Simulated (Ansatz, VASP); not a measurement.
# SnO2 in VASP and in Ansatz

File INCAR:

```
  PREC = Accurate
  ENCUT = 520
  EDIFF = 1E-7
  ISMEAR = 0
  SIGMA = 0.1
  LREAL = F
  LASPH = T
  NELM = 100
  ALGO = Normal
  ISIF = 2
  LWAVE = F
  LCHARG = F
  GGA = PE
  IVDW = 12
  NBANDS = 35
```

KPOINTS

```
Automatic mesh
0
Gamma
  6 6 2
```

File POSCAR:

```
SnO2
1.0
    3.2305756168      0.0000000000      0.0000000000
   -1.6152878084      2.7977605530      0.0000000000
    0.0000000000      0.0000000000     10.7905620000
Sn O
2 4
Direct
    0.0000000000      0.0000000000      0.5000000000
    0.0000000000      0.0000000000      0.0000000000
    0.6666666700      0.3333333300      0.4058620000
    0.6666666700      0.3333333300      0.0941380000
    0.3333333300      0.6666666700      0.5941380000
    0.3333333300      0.6666666700      0.9058620000
```

Input for Ansatz:

```yaml
crystal:
  lattice:
    - [3.2305756168, 0.0, 0.0]
    - [-1.6152878084, 2.797760553, 0.0]
    - [0.0, 0.0, 10.790562]
  atoms:
    - { symbol: Sn, position: [0.0, 0.0, 0.5] }
    - { symbol: Sn, position: [0.0, 0.0, 0.0] }
    - { symbol: O, position: [0.66666667, 0.33333333, 0.405862] }
    - { symbol: O, position: [0.66666667, 0.33333333, 0.094138] }
    - { symbol: O, position: [0.33333333, 0.66666667, 0.594138] }
    - { symbol: O, position: [0.33333333, 0.66666667, 0.905862] }
basis:
  ecutwfc: 420
kpoints:
  mp_grid: { grid: [6, 6, 2] }
hamiltonian:
  xc: pbe
  dispersion: d3bj
scf:
  occupations: { method: gaussian, width: 0.1 }
output:
  forces: true
  stress: true
  eigenvalues: true
```

Alike in both runs: task single point; functional PBE; dispersion D3(BJ); k mesh 6 × 6 × 2; occupations gaussian, width 0.1 eV; no spin polarisation.

|  | VASP | Ansatz |
| --- | --- | --- |
| version | VASP 6.6.1 | Ansatz 0.2.0 |
| potentials or method | VASP PAW PBE potentials, release 64 (Sn_d, O), cutoff 520 eV | scalar-relativistic, plane waves, PAW |
| valence electrons in the cell | 52 | 52 |

Ansatz gave:

| Property | Result |
| --- | --- |
| gap on the k mesh at the Fermi level (eV) | 2.13 |
| least direct gap on the mesh (eV) | 2.50 |
| pressure (GPa) | -2.0 |
| traceless stress, the component that is largest in VASP (GPa) | 0.63 |
| rms of the force components (eV/Å) | 0.044 |

Task: What did VASP give for the same quantities?

Result: gap on the k mesh at the Fermi level (eV): 2.11; least direct gap on the mesh (eV): 2.48; pressure (GPa): -1.5; traceless stress, the component that is largest in VASP (GPa): 0.32; rms of the force components (eV/Å): 0.021.

Atom by atom the forces differ by 0.023 eV/Å (rms over components).
